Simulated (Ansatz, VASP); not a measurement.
One calculation of Bi2Te3, two programs

INCAR

```
SYSTEM = Bi2Te3
  PREC = Accurate
  ENCUT = 520
  EDIFF = 1E-8
  ISMEAR = -1
  SIGMA = 0.08
  LREAL = .False.
  LASPH = .True.
  NELM = 60
  ALGO = Normal
  ISIF = 2
  LWAVE = .False.
  LCHARG = .False.
  GGA = PE
  LEFG = .True.
  NBANDS = 32
```

Contents of KPOINTS:

```
regular mesh
0
Gamma
  7 7 7
  0 0 0
```

File POSCAR:

```
Bi2Te3
1.0
    2.1930005584      1.2661294627     10.3689834000
   -2.1930005584      1.2661294627     10.3689834000
    0.0000000000     -2.5322589254     10.3689834000
Bi Te
2 3
Direct
    0.4000000000      0.4000000000      0.4000000000
    0.6000000000      0.6000000000      0.6000000000
    0.0000000000      0.0000000000      0.0000000000
    0.2095000000      0.2095000000      0.2095000000
    0.7905000000      0.7905000000      0.7905000000
```

Input for Ansatz:

```yaml
crystal:
  lattice:
    - [2.1930005584, 1.2661294627, 10.3689834]
    - [-2.1930005584, 1.2661294627, 10.3689834]
    - [0.0, -2.5322589254, 10.3689834]
  atoms:
    - { symbol: Bi, position: [0.4, 0.4, 0.4] }
    - { symbol: Bi, position: [0.6, 0.6, 0.6] }
    - { symbol: Te, position: [0.0, 0.0, 0.0] }
    - { symbol: Te, position: [0.2095, 0.2095, 0.2095] }
    - { symbol: Te, position: [0.7905, 0.7905, 0.7905] }
kpoints:
  mp_grid: { grid: [7, 7, 7] }
scf:
  occupations: { method: fermi_dirac, width: 0.08 }
hamiltonian:
  xc: pbe
  pseudopotentials: { kind: all_electron, datasets: crystal }
output:
  forces: true
  stress: true
  eigenvalues: true
  efg: { contact_densities: true }
```

Change from the starting cell: zz strain of +2 %, crystal datasets.

Alike in both runs: task electric field gradients; functional PBE; k mesh 7 × 7 × 7; occupations fermi-dirac, width 0.08 eV; no spin polarisation.

|  | VASP | Ansatz |
| --- | --- | --- |
| version | VASP 6.6.1 | Ansatz 0.2.0 |
| potentials or method | VASP PAW PBE potentials, release 64 (Bi_d, Te), cutoff 520 eV | all-electron PAW with datasets made for the crystal, scalar-relativistic |

Ansatz gave:

| Quantity | Value |
| --- | --- |
| pressure (GPa) | 0.8 |
| traceless stress, the component that is largest in VASP (GPa) | -0.61 |
| rms of the force components (eV/Å) | 0.084 |
| size of Vzz on the site where it differs most (V/Å²) | 116.6 |

Q: What did VASP give for the same quantities?

A: Pressure (GPa): 0.8; traceless stress, the component that is largest in VASP (GPa): -0.60; rms of the force components (eV/Å): 0.079; size of Vzz on the site where it differs most (V/Å²): 111.8.

Atom by atom the forces differ by 0.005 eV/Å (rms over components). Ansatz ran all-electron here, and VASP with PAW potentials.

Spin-orbit coupling is off throughout.
